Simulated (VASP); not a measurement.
Here is a VASP 6.6.1 calculation.

INCAR

```
SYSTEM = Si
  PREC = Accurate
  ENCUT = 520
  EDIFF = 1E-6
  ISMEAR = 0
  SIGMA = 0.02
  LREAL = Auto
  LASPH = .TRUE.
  NELM = 150
  ALGO = Fast
  ISIF = 2
  LWAVE = .FALSE.
  LCHARG = .FALSE.
  ISPIN = 2
  MAGMOM = 0 0 0 0 0.091 0.091 0.091 0 0 0 0.091 0 0 0 0 0 0 0 0 0 0 0.091 0.091 0.091 0 0 0.091 0.091 0 0.091 0 0 0.091
  LORBIT = 11
  GGA = PS
  NBANDS = 92
  NELECT = 131.0
```

KPOINTS

```
Automatic mesh
0
G
  3 3 3
  0 0 0
```

File POSCAR:

```
Si
1.0
   -5.4338341610      5.4338341610      5.4338341610
    5.4338341610     -5.4338341610      5.4338341610
    5.4338341610      5.4338341610     -5.4338341610
Si
33
Direct
    0.2485648995      0.5000000000     -0.0011351468
    0.2502999537      0.7514351005      0.7514351005
    0.2485648995     -0.0011351468      0.5000000000
    0.5000000000      0.2485648995     -0.0011351468
    0.2380370925      0.2380370925      0.2380370925
    0.5000000000      0.5000000000      0.7619629075
    0.5000000000      0.7619629075      0.5000000000
    0.7497000463      0.0011351468      0.0011351468
    0.5000000000     -0.0011351468      0.2485648995
    0.7514351005      0.2502999537      0.7514351005
    0.7619629075      0.5000000000      0.5000000000
    0.0011351468      0.7497000463      0.0011351468
    0.7514351005      0.7514351005      0.2502999537
    0.0011351468      0.0011351468      0.7497000463
   -0.0011351468      0.2485648995      0.5000000000
   -0.0011351468      0.5000000000      0.2485648995
    0.0000000000      0.2500000000      0.7500000000
    0.0109848983      0.5000000000      0.5000000000
    0.0000000000      0.7500000000      0.2500000000
    0.2500000000      0.0000000000      0.7500000000
   -0.0109848983     -0.0109848983     -0.0109848983
    0.2474414113      0.2474414113      0.5000000000
    0.2474414113      0.5000000000      0.2474414113
    0.5000000000      0.7525585887      0.7525585887
    0.2500000000      0.7500000000      0.0000000000
    0.5000000000      0.0109848983      0.5000000000
    0.5000000000      0.2474414113      0.2474414113
    0.7525585887      0.5000000000      0.7525585887
    0.5000000000      0.5000000000      0.0109848983
    0.7525585887      0.7525585887      0.5000000000
    0.7500000000      0.0000000000      0.2500000000
    0.7500000000      0.2500000000      0.0000000000
    0.5000000000      0.5000000000      0.5000000000
```

Potentials or basis: VASP PAW PBE potentials, release 64 (Si).

Run with:

```bash
$ cat potpaw_PBE.64/Si/POTCAR > POTCAR
$ mpirun -np 1 vasp_std > vasp.out
```

(1) Predict the largest force.

(2) Estimate the net moment.

## Answers

(1) 0.005 eV/Å.

(2) 0.00 μB per cell.

Caveat: the cell carries a net charge on a neutralising background, which shifts energy and pressure; the cell differs from its parent crystal (with an interstitial atom, then relaxed in part); the PAW data sets were made with another functional, which shifts forces and pressure a little.
